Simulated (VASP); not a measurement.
V, 1 atom in the cell. Symmetry: Im-3m, No. 229, cubic system. The conventional cell has a = 3.025 Å, b = 3.025 Å, c = 3.025 Å, α = 90.00°, β = 90.00°, γ = 90.00°. V (site symmetry m-3m) has 14 V at 2.62 to 3.02 Å within 3.5 Å. 

```yaml
Program: VASP 6.6.1
Task: single point
Functional: BLYP
Potentials_or_basis: VASP PAW PBE potentials, release 64 (V_sv)
Cutoff: 520 eV
k_mesh: 12 × 12 × 12
Occupations: fermi-dirac, width 0.05 eV
Spin: collinear spin, ferromagnetic start
Starting_moments: "[2.0] μB"
Dipole_correction: no
Further_INCAR_settings: ALGO = Normal; EDIFF = 1e-07; NBANDS = 16
```

Potentials or basis: VASP PAW PBE potentials, release 64 (V_sv).

Run with:

```sh
$ cat potpaw_PBE.64/V_sv/POTCAR > POTCAR
$ mpirun -np 1 vasp_std > vasp.out
```

Hardware: 1 thread of Intel Xeon 8259CL, on a shared host.

Problem. Estimate the wall time of this run.

Solution. Wall time 81 s on 1 thread of Intel Xeon 8259CL, on a shared host, peak memory 0.14 GiB. Counts: scf iterations 16, k points 72.
